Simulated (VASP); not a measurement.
Pd:

```
Pd
1.0
     0.00000    1.94650    1.94650
     1.94650    0.00000    1.94650
     1.94650    1.94650    0.00000
Pd
1
Direct
  0.00000 0.00000 0.00000
```

* Program: VASP 6.6.1
* Task: relaxation of volume and atoms at fixed shape
* Functional: LDA
* Potentials or basis: VASP PAW LDA potentials, release 64 (Pd)
* Cutoff: 600 eV
* k mesh: 11 × 11 × 11
* Occupations: fermi-dirac, width 0.05 eV
* Spin: no spin polarisation

At the start: pressure -7.8 GPa; volume 14.75 Å³/atom.

**Question.** Where does the relaxation end?

**Answer.** Over 4 steps the energy falls by 14.0 meV/atom and the volume is 14.20 Å³/atom (-3.7 %); space group Fm-3m (No. 225, to 0.05 Å).

The path:
```csv
step,energy change (eV),largest force (eV/Å),pressure (GPa),volume (Å³)
1,0.0000,0.0000,-7.79,14.75
2,0.0350,0.0000,18.22,13.27
3,-0.0140,0.0000,-0.18,14.21
4,-0.0140,0.0000,-0.02,14.20
```

Final structure:
```xyz
1
Lattice="0.0000 1.9219 1.9219 1.9219 0.0000 1.9219 1.9219 1.9219 0.0000" Properties=species:S:1:pos:R:3 pbc="T T T"
Pd    1.9219    1.9219    0.0000
```
